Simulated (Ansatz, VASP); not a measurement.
**Zr in VASP and in Ansatz**

File INCAR:

```
ALGO = Normal
EDIFF = 1E-8
ENCUT = 520
ISIF = 2
ISMEAR = -1
LASPH = T
LCHARG = F
LEFG = T
LREAL = F
LWAVE = F
NBANDS = 19
NELM = 80
PREC = Accurate
SIGMA = 0.03
```

File KPOINTS:

```
k-points
0
Gamma
  13 13 7
```

File POSCAR:

```
Zr
1.0
    3.2745293923      0.0000000000      0.0000000000
   -1.6372646961      2.8358256391      0.0000000000
    0.0000000000      0.0000000000      5.2147314515
Zr
2
Direct
    0.3333333333      0.6666666667      0.2500000000
    0.6666666667      0.3333333333      0.7500000000
```

Input for Ansatz:

```yaml
crystal:
  lattice:
    - [3.2745293923, 0.0, 0.0]
    - [-1.6372646961, 2.8358256391, 0.0]
    - [0.0, 0.0, 5.2147314515]
  atoms:
    - { symbol: Zr, position: [0.3333333333, 0.6666666667, 0.25] }
    - { symbol: Zr, position: [0.6666666667, 0.3333333333, 0.75] }
kpoints:
  mp_grid: { grid: [13, 13, 7] }
scf:
  occupations: { method: fermi_dirac, width: 0.03 }
hamiltonian:
  xc: lda
  pseudopotentials: { kind: all_electron, datasets: crystal }
output:
  forces: true
  stress: true
  eigenvalues: true
  efg: { contact_densities: true }
```

Change from the starting cell: volume scaled by 1.04, crystal datasets.

Alike in both runs: task electric field gradients; functional LDA; k mesh 13 × 13 × 7; occupations fermi-dirac, width 0.03 eV; no spin polarisation.

|  | VASP | Ansatz |
| --- | --- | --- |
| version | VASP 6.6.1 | Ansatz 0.2.0 |
| potentials or method | VASP PAW LDA potentials, release 64 (Zr_sv), cutoff 520 eV | all-electron PAW with datasets made for the crystal, scalar-relativistic |

```csv
,VASP,Ansatz,Ansatz less VASP
pressure (GPa),-9.1,-9.1,-0.06
"traceless stress, the component that is largest in VASP (GPa)",0.39,0.37,-0.017
size of Vzz on the site where it differs most (V/Å²),36.4,37.0,+0.58
```

LDA's correlation is that of Perdew and Zunger in VASP and of Perdew and Wang (1992) in Ansatz. Ansatz ran all-electron here, and VASP with PAW potentials.
